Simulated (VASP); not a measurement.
# Rb (Fmmm) in VASP: single point with PBE

Aim: the single point of Rb with PBE.

All numbers are computed with VASP 6.6.1; they aren't measurements. Logs are shortened: lines on timing, memory, paths and dates and some standing lists are left out, and cuts for length are marked.

## 1. The cell of the first run

The structure is orthorhombic, space group Fmmm (No. 69). Conventional cell: a = 5.171 Å, b = 7.662 Å, c = 8.665 Å, α = 90.00°, β = 90.00°, γ = 90.00°.

## 2. Single point, PBE (strained)

Input file INCAR:

```
SYSTEM = Rb
PREC = Accurate
ENCUT = 520
EDIFF = 1E-6
ISMEAR = 0
SIGMA = 0.1
LREAL = .False.
LASPH = .True.
NELM = 100
ALGO = Fast
ISIF = 2
LWAVE = .False.
LCHARG = .True.
GGA = PE
LELF = .True.
LVHAR = .True.
NBANDS = 10
```

Input file KPOINTS:

```
Automatic mesh
0
Gamma
  10 10 10
  0 0 0
```

Input file POSCAR:

```
Rb
1.0
   -2.7088737453      2.7088737453      2.5853457635
    2.7088737453     -2.7088737453      2.5853457635
    3.0634151687      3.0634151687     -2.5853457635
Rb
1
Direct
    0.0000000000      0.0000000000      0.0000000000
```

Potentials or basis: VASP PAW PBE potentials, release 64 (Rb_sv).

On the command line:

```
> cat potpaw_PBE.64/Rb_sv/POTCAR > POTCAR
> mpirun -np 1 vasp_std > vasp.out
```

OUTCAR:

```text
SYSTEM = Rb
   PREC = Accurate
   ENCUT = 520
   EDIFF = 1E-6
   ISMEAR = 0
   LREAL = .False.
   LASPH = .True.
   NELM = 100
   ISIF = 2
   GGA = PE

 ion  position               nearest neighbor table
   1  0.000  0.000  0.000-

  LATTYP: Found a face centered orthorhombic cell.
 ALAT       =     5.1706915270
 B/A-ratio  =     1.4817847746
 C/A-ratio  =     1.6757229690

  Lattice vectors:

 A1 = (   5.7722889140,   0.3545414234,   0.0000000000)
 A2 = (   3.0634151687,   3.0634151687,   2.5853457635)
 A3 = (   2.7088737453,  -2.7088737453,   2.5853457635)

Analysis of symmetry for initial positions (statically):
=====================================================================
 Subroutine PRICEL returns:
 Original cell was already a primitive cell.

 Routine SETGRP: Setting up the symmetry group for a
 face centered orthorhombic supercell.

 Subroutine GETGRP returns: Found  8 space group operations
 (whereof  8 operations were pure point group operations)
 out of a pool of  8 trial point group operations.

The static configuration has the point symmetry D_2h.

Analysis of symmetry for dynamics (positions and initial velocities):
=====================================================================
 Subroutine PRICEL returns:
 Original cell was already a primitive cell.

 Routine SETGRP: Setting up the symmetry group for a
 face centered orthorhombic supercell.

 Subroutine GETGRP returns: Found  8 space group operations
 (whereof  8 operations were pure point group operations)
 out of a pool of  8 trial point group operations.

The dynamic configuration has the point symmetry D_2h.

 Subroutine INISYM returns: Found  8 space group operations
 (whereof  8 operations are pure point group operations),
 and found     1 'primitive' translations

----------------------------------------------------------------------------------------

                                     Primitive cell

  volume of cell :      85.8170

  direct lattice vectors                    reciprocal lattice vectors
    -2.708873745  2.708873745  2.585345763    -0.010681011  0.173897543  0.193397729
     2.708873745 -2.708873745  2.585345763     0.173897543 -0.010681011  0.193397729
     3.063415169  3.063415169 -2.585345763     0.163216532  0.163216532  0.000000000

  length of vectors
     4.621688723  4.621688723  5.045100367     0.260301981  0.260301981  0.230823033

  position of ions in fractional coordinates (direct lattice)
     0.000000000  0.000000000  0.000000000

  ion indices of the primitive-cell ions
   primitive index   ion index
                 1           1

----------------------------------------------------------------------------------------

 KPOINTS: Automatic mesh

Automatic generation of k-mesh.
 Grid dimensions read from file:
 generate k-points for:   10   10   10

 Generating k-lattice:

  Cartesian coordinates                     Fractional coordinates (reciprocal lattice)
    -0.001068101  0.017389754  0.019339773     0.100000000  0.000000000 -0.000000000
     0.017389754 -0.001068101  0.019339773     0.000000000  0.100000000 -0.000000000
     0.016321653  0.016321653  0.000000000     0.000000000  0.000000000  0.100000000

  Length of vectors
     0.026030198  0.026030198  0.023082303

  Shift w.r.t. Gamma in fractional coordinates (k-lattice)
     0.000000000  0.000000000  0.000000000

 Subroutine IBZKPT returns following result:
 ===========================================

 Found    171 irreducible k-points:

 Following reciprocal coordinates:
            Coordinates               Weight
  0.000000  0.000000  0.000000      1.000000
  0.100000  0.000000  0.000000      8.000000
  0.200000  0.000000  0.000000      8.000000
  0.300000  0.000000  0.000000      8.000000
  0.400000  0.000000 -0.000000      8.000000
  0.500000 -0.000000  0.000000      4.000000
[... 16 lines left out ...]
  0.300000  0.300000  0.000000      4.000000
  0.400000  0.300000  0.000000      8.000000
 [... further k-points ...]
   k-points           NKPTS =    171   k-points in BZ     NKDIM =    171   number of bands    NBANDS=     10
   number of dos      NEDOS =    301   number of ions     NIONS =      1
   total plane-waves  NPLWV =  51840
   dimension x,y,z NGX =    36 NGY =   36 NGZ =   40
   dimension x,y,z NGXF=    72 NGYF=   72 NGZF=   80
   ions per type =               1
   NGX,Y,Z   is equivalent  to a cutoff of  12.95, 12.95, 13.18 a.u.
   NGXF,Y,Z  is equivalent  to a cutoff of  25.90, 25.90, 26.36 a.u.
 SYSTEM =  Rb
   PREC   = accura    normal or accurate (medium, high low for compatibility)
   ISTART =      0    job   : 0-new  1-cont  2-samecut
   ICHARG =      2    charge: 1-file 2-atom 10-const
   ISPIN  =      1    spin polarized calculation?
   LNONCOLLINEAR =      F non collinear calculations
   LSORBIT =      F    spin-orbit coupling
   LASPH  =      T    aspherical Exc in radial PAW
   ENCUT  =  520.0 eV  38.22 Ry    6.18 a.u.   8.59  8.59  9.38*2*pi/ulx,y,z
   NELM   =    100;   NELMIN=  2; NELMDL= -5     # of ELM steps
   EDIFF  = 0.1E-05   stopping-criterion for ELM
   LREAL  =      F    real-space projection
   EDIFFG = 0.1E-04   stopping-criterion for IOM
   NSW    =      0    number of steps for IOM
   IBRION =     -1    ionic relax: 0-MD 1-quasi-New 2-CG
   NFREE  =      0    steps in history (QN), initial steepest desc. (CG)
   ISIF   =      2    stress and relaxation
   ISYM   =      2    0-nonsym 1-usesym 2-fastsym
   POTIM  = 0.5000    time-step for ionic-motion
   TEBEG  =    0.0;   TEEND  =   0.0 temperature during run
   PSTRESS=    0.0 pullay stress
   NELECT =       9.0000    total number of electrons
   NUPDOWN=      -1.0000    fix difference up-down
   EMIN   =  10.00;   EMAX   =-10.00  energy-range for DOS
   EFERMI =   0.00;   METHOD = LEGACY
   ISMEAR =     0;   SIGMA  =   0.10  broadening in eV -4-tet -1-fermi 0-gaus
   EFERMI_NEDOS =   21; number of points for ismear=-14 and -15
   IALGO  =     68    algorithm
   IMIX   =      4    mixing-type and parameters
     AMIX     =   0.40;   BMIX     =  1.00
     AMIX_MAG =   1.60;   BMIX_MAG =  1.00
  volume/ion in A,a.u.               =      85.82       579.12
  Fermi-wavevector in a.u.,A,eV,Ry     =   0.772025  1.458915  8.109376  0.596022
  Thomas-Fermi vector in A             =   1.873568
   LORBIT       =      0    0 simple, 1 ext, 2 COOP (PROOUT), +10 PAW based schemes
   GGA     = PE    functional components
   LHFCALC =     F    Hartree Fock is set to
   AEXX    =    0.0000 exact exchange contribution
   IVDW    =     0    specifies the selected vdW correction
   LEPSILON=     F    determine dielectric tensor
   LRPA    =     F    only Hartree local field effects (RPA)
 non-spin polarized calculation
 RMM-DIIS sequential band-by-band and
 Gauss-broadening in eV      SIGMA  =   0.10
  energy-cutoff  :      520.00
  volume of cell :       85.82
 maximum number of plane-waves:      2343
 NGX is ok and might be reduce to    36
   NGX = 17   NGY = 17   NGZ = 19

 number of electron       9.0000000 magnetization

 Free energy of the ion-electron system (eV)
  ---------------------------------------------------
  ext. energy  EPLUGINS =         0.00000000
  ---------------------------------------------------
  free energy    TOTEN  =        -0.92287483 eV

  energy without entropy =       -0.91842004  energy(sigma->0) =       -0.92064744

 E-fermi :   0.1593     XC(G=0):  -5.6074

 val. band max:        0.1506159462   @ k =  -0.1000   0.1000   0.5000
 cond. band min:       0.1678592543   @ k =  -0.2000   0.4000   0.2000
 fundamental gap:      0.0172433081
 Fermi energy:         0.1592692786

 k-point     1 :       0.0000    0.0000    0.0000
  band No.  band energies     occupation
      1     -28.7410      2.00000
      2     -12.7851      2.00000
      3     -12.7715      2.00000
      4     -12.7640      2.00000
      5      -1.9005      2.00000
      6       3.2906      0.00000
      7       3.8317      0.00000
      8       4.4173      0.00000
      9       4.6852      0.00000
     10       5.2883      0.00000

 k-point     2 :       0.1000    0.0000    0.0000
  band No.  band energies     occupation
      1     -28.7404      2.00000
      2     -12.7885      2.00000
      3     -12.7813      2.00000
      4     -12.7679      2.00000
      5      -1.7698      2.00000
      6       3.2739      0.00000
      7       3.7132      0.00000
      8       4.2071      0.00000
      9       4.6411      0.00000
     10       5.0625      0.00000

 k-point     3 :       0.2000    0.0000    0.0000
  band No.  band energies     occupation
      1     -28.7387      2.00000
      2     -12.8183      2.00000
      3     -12.7918      2.00000
      4     -12.7716      2.00000
      5      -1.3914      2.00000
      6       3.0545      0.00000
      7       3.1835      0.00000
      8       4.1602      0.00000
      9       4.7557      0.00000
     10       4.9356      0.00000

 k-point     4 :       0.3000    0.0000    0.0000
  band No.  band energies     occupation
      1     -28.7367      2.00000
      2     -12.8606      2.00000
      3     -12.8001      2.00000
      4     -12.7744      2.00000
      5      -0.8062      2.00000
      6       2.3617      0.00000
      7       2.8245      0.00000
      8       4.4566      0.00000
      9       4.9438      0.00000
     10       5.0785      0.00000

 k-point     5 :       0.4000    0.0000   -0.0000
  band No.  band energies     occupation
      1     -28.7350      2.00000
      2     -12.8943      2.00000
      3     -12.8070      2.00000
      4     -12.7763      2.00000
      5      -0.0911      1.99960
      6       1.6259      0.00000
      7       2.5979      0.00000
      8       4.7199      0.00000
      9       4.8933      0.00000
     10       5.5985      0.00000

 k-point     6 :       0.5000   -0.0000    0.0000
  band No.  band energies     occupation
      1     -28.7344      2.00000
      2     -12.9071      2.00000
      3     -12.8097      2.00000
      4     -12.7769      2.00000
      5       0.4600      0.00002
      6       1.0902      0.00000
      7       2.5167      0.00000
      8       4.6191      0.00000
      9       5.0989      0.00000
     10       5.8022      0.00000
[... 183 lines left out ...]
 k-point    21 :      -0.3000    0.2000   -0.0000
  band No.  band energies     occupation
      1     -28.7363      2.00000
      2     -12.8526      2.00000
      3     -12.7963      2.00000
      4     -12.7814      2.00000
      5      -1.0251      2.00000
      6       2.7381      0.00000
      7       3.3357      0.00000
      8       3.9126      0.00000
      9       4.6718      0.00000
     10       4.9358      0.00000

 k-point    22 :      -0.2000    0.2000    0.0000
  band No.  band energies     occupation
      1     -28.7379      2.00000
      2     -12.8212      2.00000
      3     -12.7903      2.00000
      4     -12.7806      2.00000
      5      -1.3866      2.00000
      6       3.1416      0.00000
      7       3.7963      0.00000
      8       3.8582      0.00000
      9       4.3603      0.00000
     10       4.7201      0.00000

 k-point    23 :       0.3000    0.3000    0.0000
  band No.  band energies     occupation
      1     -28.7332      2.00000
      2     -12.8625      2.00000
      3     -12.8600      2.00000
      4     -12.7965      2.00000
      5       0.9329      0.00000
      6       1.5696      0.00000
      7       1.8165      0.00000
      8       4.1412      0.00000
      9       4.3633      0.00000
     10       5.4496      0.00000

 k-point    24 :       0.4000    0.3000    0.0000
  band No.  band energies     occupation
      1     -28.7326      2.00000
      2     -12.8902      2.00000
      3     -12.8448      2.00000
      4     -12.7910      2.00000
      5       0.9731      0.00000
      6       1.5268      0.00000
      7       1.8364      0.00000
      8       4.0869      0.00000
      9       4.5100      0.00000
     10       5.2549      0.00000

 [... further k-points ...]
[... 5 lines left out ...]
  --------------------------------------------------------------------------------------
  -------------------------------------------------------------------------------------
  Total        0.0903733      0.0903733      0.1678746     -0.1621041     -0.0000000     -0.0000000
  in kB        1.6872415      1.6872415      3.1341676     -3.0264350     -0.0000000     -0.0000000
  external PRESSURE =       2.1695502 kB  Pullay stress =       0.0000000 kB

 VOLUME and BASIS-vectors are now :
 -----------------------------------------------------------------------------
  energy-cutoff  :      520.00
  volume of cell :       85.82
      direct lattice vectors                 reciprocal lattice vectors
    -2.708873745  2.708873745  2.585345763    -0.010681011  0.173897543  0.193397729
     2.708873745 -2.708873745  2.585345763     0.173897543 -0.010681011  0.193397729
     3.063415169  3.063415169 -2.585345763     0.163216532  0.163216532  0.000000000

 POSITION                                       TOTAL-FORCE (eV/Angst)
 -----------------------------------------------------------------------------------
      0.00000      0.00000      0.00000        -0.000000      0.000000     -0.000000
 -----------------------------------------------------------------------------------
    total drift:                               -0.000000      0.000000      0.000000

  FREE ENERGIE OF THE ION-ELECTRON SYSTEM (eV)
  ---------------------------------------------------
  free  energy   TOTEN  =        -0.9228748310 eV

  energy  without entropy=       -0.9184200421  energy(sigma->0) =       -0.92064744
```

Wall time 79 s (1 thread of Intel Xeon Platinum 8375C at 2.90GHz (Ice Lake), shared host); peak memory 0.31 GiB.

What came out:

```
Free energy : -0.9229 eV
Pressure    : 0.2 GPa
```

Levels at points of the mesh, in eV from the Fermi level:
```csv
k point,band 1,band 2,band 3,band 4,band 5,band 6,band 7,band 8,band 9
"(0.00, 0.00, 0.00)",-28.90,-12.94,-12.93,-12.92,-2.06,3.13,3.67,4.26,4.53
"(0.50, 0.00, 0.00)",-28.89,-13.07,-12.97,-12.94,0.30,0.93,2.36,4.46,4.94
"(0.50, 0.50, 0.00)",-28.89,-13.08,-12.98,-12.93,0.31,0.95,3.04,3.76,4.56
"(0.00, 0.00, 0.50)",-28.90,-13.03,-12.95,-12.92,-0.16,0.40,2.99,4.45,5.51
"(0.50, 0.50, 0.50)",-28.89,-13.07,-13.00,-12.99,1.10,1.31,3.05,3.12,4.18
```

Caveat: the cell differs from its parent crystal (strained).
